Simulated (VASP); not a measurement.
# KBr (Fm-3m) in VASP: a series of runs

Runs on KBr. Level: LDA. Tasks: single point, relaxation of cell and atoms.

All numbers are computed with VASP 6.6.1; they aren't measurements. Logs are shortened: lines on timing, memory, paths and dates and some standing lists are left out, and cuts for length are marked.

## Step 1: The cell of the first run

It takes space group Fm-3m (No. 225, cubic). Conventional cell: a = 6.375 Å, b = 6.375 Å, c = 6.375 Å, α = 90.00°, β = 90.00°, γ = 90.00°. Within 4.2 Å of K (site symmetry m-3m) lie 6 Br at 3.19 Å. Within 4.2 Å of Br (site symmetry m-3m) lie 6 K at 3.19 Å.

## Step 2: Single point, LDA

INCAR reads:

```
PREC = Accurate
ENCUT = 520
EDIFF = 1E-6
ISMEAR = 0
SIGMA = 0.02
LREAL = F
LASPH = T
NELM = 80
ALGO = Normal
ISIF = 2
LWAVE = F
LCHARG = T
GGA = CA
LELF = T
LVHAR = T
NBANDS = 15
```

KPOINTS reads:

```
Automatic mesh
0
Gamma
  6 6 6
```

POSCAR reads:

```
KBr
1.0
    0.0000000000      3.1875608000      3.1875608000
    3.1875608000      0.0000000000      3.1875608000
    3.1875608000      3.1875608000      0.0000000000
K Br
1 1
Direct
    0.0000000000      0.0000000000      0.0000000000
    0.5000000000      0.5000000000      0.5000000000
```

Potentials or basis: VASP PAW LDA potentials, release 64 (K_sv, Br).

Launch:

```console
$ cat potpaw_LDA.64/K_sv/POTCAR potpaw_LDA.64/Br/POTCAR > POTCAR
$ mpirun -np 1 vasp_std > vasp.out
```

OUTCAR:

```text
PREC = Accurate
   ENCUT = 520
   EDIFF = 1E-6
   ISMEAR = 0
   LREAL = F
   LASPH = T
   NELM = 80
   ISIF = 2
   GGA = CA

 ion  position               nearest neighbor table
   1  0.000  0.000  0.000-   2 3.19   2 3.19   2 3.19   2 3.19   2 3.19   2 3.19
   2  0.500  0.500  0.500-   1 3.19   1 3.19   1 3.19   1 3.19   1 3.19   1 3.19

  LATTYP: Found a face centered cubic cell.
 ALAT       =     6.3751216000

  Lattice vectors:

 A1 = (   0.0000000000,   3.1875608000,   3.1875608000)
 A2 = (   3.1875608000,   0.0000000000,   3.1875608000)
 A3 = (   3.1875608000,   3.1875608000,   0.0000000000)

Analysis of symmetry for initial positions (statically):
=====================================================================
 Subroutine PRICEL returns:
 Original cell was already a primitive cell.

 Routine SETGRP: Setting up the symmetry group for a
 face centered cubic supercell.

 Subroutine GETGRP returns: Found 48 space group operations
 (whereof 48 operations were pure point group operations)
 out of a pool of 48 trial point group operations.

The static configuration has the point symmetry O_h .

Analysis of symmetry for dynamics (positions and initial velocities):
=====================================================================
 Subroutine PRICEL returns:
 Original cell was already a primitive cell.

 Routine SETGRP: Setting up the symmetry group for a
 face centered cubic supercell.

 Subroutine GETGRP returns: Found 48 space group operations
 (whereof 48 operations were pure point group operations)
 out of a pool of 48 trial point group operations.

The dynamic configuration has the point symmetry O_h .

 Subroutine INISYM returns: Found 48 space group operations
 (whereof 48 operations are pure point group operations),
 and found     1 'primitive' translations

----------------------------------------------------------------------------------------

                                     Primitive cell

  volume of cell :      64.7747

  direct lattice vectors                    reciprocal lattice vectors
     0.000000000  3.187560800  3.187560800    -0.156859753  0.156859753  0.156859753
     3.187560800  0.000000000  3.187560800     0.156859753 -0.156859753  0.156859753
     3.187560800  3.187560800  0.000000000     0.156859753  0.156859753 -0.156859753

  length of vectors
     4.507891714  4.507891714  4.507891714     0.271689062  0.271689062  0.271689062

  position of ions in fractional coordinates (direct lattice)
     0.000000000  0.000000000  0.000000000
     0.500000000  0.500000000  0.500000000

  ion indices of the primitive-cell ions
   primitive index   ion index
                 1           1
                 2           2

----------------------------------------------------------------------------------------

 KPOINTS: Automatic mesh

Automatic generation of k-mesh.
 Grid dimensions read from file:
 generate k-points for:    6    6    6

 Generating k-lattice:

  Cartesian coordinates                     Fractional coordinates (reciprocal lattice)
    -0.026143292  0.026143292  0.026143292     0.166666667  0.000000000  0.000000000
     0.026143292 -0.026143292  0.026143292     0.000000000  0.166666667  0.000000000
     0.026143292  0.026143292 -0.026143292     0.000000000  0.000000000  0.166666667

  Length of vectors
     0.045281510  0.045281510  0.045281510

  Shift w.r.t. Gamma in fractional coordinates (k-lattice)
     0.000000000  0.000000000  0.000000000

 Subroutine IBZKPT returns following result:
 ===========================================

 Found     16 irreducible k-points:

 Following reciprocal coordinates:
            Coordinates               Weight
  0.000000  0.000000  0.000000      1.000000
  0.166667  0.000000  0.000000      8.000000
  0.333333  0.000000  0.000000      8.000000
  0.500000  0.000000  0.000000      4.000000
  0.166667  0.166667  0.000000      6.000000
  0.333333  0.166667  0.000000     24.000000
[... 8 lines left out ...]
 -0.333333  0.333333  0.166667     24.000000
 -0.333333  0.500000  0.166667     12.000000
   k-points           NKPTS =     16   k-points in BZ     NKDIM =     16   number of bands    NBANDS=     15
   number of dos      NEDOS =    301   number of ions     NIONS =      2
   total plane-waves  NPLWV =  46656
   dimension x,y,z NGX =    36 NGY =   36 NGZ =   36
   dimension x,y,z NGXF=    72 NGYF=   72 NGZF=   72
   ions per type =               1   1
   NGX,Y,Z   is equivalent  to a cutoff of  13.28, 13.28, 13.28 a.u.
   NGXF,Y,Z  is equivalent  to a cutoff of  26.55, 26.55, 26.55 a.u.
 SYSTEM =  unknown system
   PREC   = accura    normal or accurate (medium, high low for compatibility)
   ISTART =      0    job   : 0-new  1-cont  2-samecut
   ICHARG =      2    charge: 1-file 2-atom 10-const
   ISPIN  =      1    spin polarized calculation?
   LNONCOLLINEAR =      F non collinear calculations
   LSORBIT =      F    spin-orbit coupling
   LASPH  =      T    aspherical Exc in radial PAW
   ENCUT  =  520.0 eV  38.22 Ry    6.18 a.u.   8.38  8.38  8.38*2*pi/ulx,y,z
   NELM   =     80;   NELMIN=  2; NELMDL= -5     # of ELM steps
   EDIFF  = 0.1E-05   stopping-criterion for ELM
   LREAL  =      F    real-space projection
   EDIFFG = 0.1E-04   stopping-criterion for IOM
   NSW    =      0    number of steps for IOM
   IBRION =     -1    ionic relax: 0-MD 1-quasi-New 2-CG
   NFREE  =      0    steps in history (QN), initial steepest desc. (CG)
   ISIF   =      2    stress and relaxation
   ISYM   =      2    0-nonsym 1-usesym 2-fastsym
   POTIM  = 0.5000    time-step for ionic-motion
   TEBEG  =    0.0;   TEEND  =   0.0 temperature during run
   PSTRESS=    0.0 pullay stress
   NELECT =      16.0000    total number of electrons
   NUPDOWN=      -1.0000    fix difference up-down
   EMIN   =  10.00;   EMAX   =-10.00  energy-range for DOS
   EFERMI =   0.00;   METHOD = LEGACY
   ISMEAR =     0;   SIGMA  =   0.02  broadening in eV -4-tet -1-fermi 0-gaus
   EFERMI_NEDOS =   21; number of points for ismear=-14 and -15
   IALGO  =     38    algorithm
   IMIX   =      4    mixing-type and parameters
     AMIX     =   0.40;   BMIX     =  1.00
     AMIX_MAG =   1.60;   BMIX_MAG =  1.00
  volume/ion in A,a.u.               =      32.39       218.56
  Fermi-wavevector in a.u.,A,eV,Ry     =   1.027180  1.941088 14.355476  1.055098
  Thomas-Fermi vector in A             =   2.161111
   LORBIT       =      0    0 simple, 1 ext, 2 COOP (PROOUT), +10 PAW based schemes
   GGA     = CA    functional components
   LHFCALC =     F    Hartree Fock is set to
   AEXX    =    0.0000 exact exchange contribution
   IVDW    =     0    specifies the selected vdW correction
   LEPSILON=     F    determine dielectric tensor
   LRPA    =     F    only Hartree local field effects (RPA)
 non-spin polarized calculation
 Gauss-broadening in eV      SIGMA  =   0.02
  energy-cutoff  :      520.00
  volume of cell :       64.77
 maximum number of plane-waves:      1807
 NGX is ok and might be reduce to    36
   NGX = 17   NGY = 17   NGZ = 17

 number of electron      16.0000000 magnetization

 Free energy of the ion-electron system (eV)
  ---------------------------------------------------
  ext. energy  EPLUGINS =         0.00000000
  ---------------------------------------------------
  free energy    TOTEN  =        -6.83461467 eV

  energy without entropy =       -6.83461467  energy(sigma->0) =       -6.83461467

 E-fermi :  -1.2988     XC(G=0):  -8.3098

 val. band max:       -1.4530613337   @ k =   0.0000   0.0000   0.0000
 cond. band min:       2.8713356605   @ k =   0.0000   0.0000   0.0000
 fundamental gap:      4.3243969942
 Fermi energy:        -1.2988150697

 k-point     1 :       0.0000    0.0000    0.0000
  band No.  band energies     occupation
      1     -28.6664      2.00000
      2     -13.9186      2.00000
      3     -12.3915      2.00000
      4     -12.3915      2.00000
      5     -12.3915      2.00000
      6      -1.4531      2.00000
      7      -1.4531      2.00000
      8      -1.4531      2.00000
      9       2.8713      0.00000
     10       5.8864      0.00000
     11       5.8864      0.00000
     12       5.8864      0.00000
     13       6.8333      0.00000
     14       6.8333      0.00000
     15       9.9869      0.00000

 k-point     2 :       0.1667    0.0000    0.0000
  band No.  band energies     occupation
      1     -28.6636      2.00000
      2     -13.9747      2.00000
      3     -12.3934      2.00000
      4     -12.3934      2.00000
      5     -12.3115      2.00000
      6      -1.9255      2.00000
      7      -1.5752      2.00000
      8      -1.5752      2.00000
      9       3.6196      0.00000
     10       5.7560      0.00000
     11       6.2499      0.00000
     12       6.2499      0.00000
     13       7.2633      0.00000
     14       7.2633      0.00000
     15      11.0397      0.00000

 k-point     3 :       0.3333    0.0000    0.0000
  band No.  band energies     occupation
      1     -28.6581      2.00000
      2     -14.0737      2.00000
      3     -12.3973      2.00000
      4     -12.3973      2.00000
      5     -12.1631      2.00000
      6      -2.6385      2.00000
      7      -1.8001      2.00000
      8      -1.8001      2.00000
      9       4.6918      0.00000
     10       6.2237      0.00000
     11       7.2246      0.00000
     12       7.2246      0.00000
     13       8.3280      0.00000
     14       8.3280      0.00000
     15      10.3710      0.00000

 k-point     4 :       0.5000    0.0000    0.0000
  band No.  band energies     occupation
      1     -28.6553      2.00000
      2     -14.1183      2.00000
      3     -12.3992      2.00000
      4     -12.3992      2.00000
      5     -12.0931      2.00000
      6      -2.9325      2.00000
      7      -1.9045      2.00000
      8      -1.9045      2.00000
      9       5.0115      0.00000
     10       6.8476      0.00000
     11       8.3334      0.00000
     12       8.3334      0.00000
     13       8.7072      0.00000
     14       8.7072      0.00000
     15       9.9097      0.00000
[... 163 lines left out ...]
 k-point    14 :       0.5000    0.3333    0.1667
  band No.  band energies     occupation
      1     -28.6546      2.00000
      2     -13.9775      2.00000
      3     -12.4571      2.00000
      4     -12.4269      2.00000
      5     -12.2521      2.00000
      6      -2.5329      2.00000
      7      -1.9100      2.00000
      8      -1.8997      2.00000
      9       5.0833      0.00000
     10       5.6817      0.00000
     11       7.4194      0.00000
     12       8.2628      0.00000
     13       8.4233      0.00000
     14       8.6507      0.00000
     15       9.8448      0.00000

 k-point    15 :      -0.3333    0.3333    0.1667
  band No.  band energies     occupation
      1     -28.6529      2.00000
      2     -13.9608      2.00000
      3     -12.4733      2.00000
      4     -12.4524      2.00000
      5     -12.2452      2.00000
      6      -2.4808      2.00000
      7      -2.1012      2.00000
      8      -1.9595      2.00000
      9       5.5968      0.00000
     10       5.9738      0.00000
     11       7.2485      0.00000
     12       7.8188      0.00000
     13       8.9676      0.00000
     14       9.3889      0.00000
     15       9.9284      0.00000

 k-point    16 :      -0.3333    0.5000    0.1667
  band No.  band energies     occupation
      1     -28.6521      2.00000
      2     -13.8727      2.00000
      3     -12.5209      2.00000
      4     -12.4743      2.00000
      5     -12.3195      2.00000
      6      -2.2988      2.00000
      7      -2.0586      2.00000
      8      -1.9929      2.00000
      9       4.8137      0.00000
     10       6.5796      0.00000
     11       6.7993      0.00000
     12       7.9397      0.00000
     13       8.6592      0.00000
     14       9.4904      0.00000
     15      10.1331      0.00000

------------------------ aborting loop because EDIFF is reached ----------------------------------------

  FORCE on cell =-STRESS in cart. coord.  units (eV):
  Direction    XX          YY          ZZ          XY          YZ          ZX
  --------------------------------------------------------------------------------------
  -------------------------------------------------------------------------------------
  Total        0.0242460      0.0242460      0.0242460      0.0000000      0.0000000     -0.0000000
  in kB        0.5997152      0.5997152      0.5997152      0.0000000      0.0000000     -0.0000000
  external PRESSURE =       0.5997152 kB  Pullay stress =       0.0000000 kB

 VOLUME and BASIS-vectors are now :
 -----------------------------------------------------------------------------
  energy-cutoff  :      520.00
  volume of cell :       64.77
      direct lattice vectors                 reciprocal lattice vectors
     0.000000000  3.187560800  3.187560800    -0.156859753  0.156859753  0.156859753
     3.187560800  0.000000000  3.187560800     0.156859753 -0.156859753  0.156859753
     3.187560800  3.187560800  0.000000000     0.156859753  0.156859753 -0.156859753

 POSITION                                       TOTAL-FORCE (eV/Angst)
 -----------------------------------------------------------------------------------
      0.00000      0.00000      0.00000         0.000000     -0.000000      0.000000
      3.18756      3.18756      3.18756        -0.000000      0.000000     -0.000000
 -----------------------------------------------------------------------------------
    total drift:                                0.000000      0.000000      0.000000

  FREE ENERGIE OF THE ION-ELECTRON SYSTEM (eV)
  ---------------------------------------------------
  free  energy   TOTEN  =        -6.8346146717 eV

  energy  without entropy=       -6.8346146717  energy(sigma->0) =       -6.83461467
```

Wall time 34 s (1 thread of Intel Xeon 8259CL, shared host); peak memory 0.17 GiB.

What came out:

| Item | Value |
| --- | --- |
| Free energy | -6.8346 eV |
| Pressure | 0.1 GPa |
| Band gap on the k mesh | 4.32 eV, direct |

(Continued in part 2 of 2.)
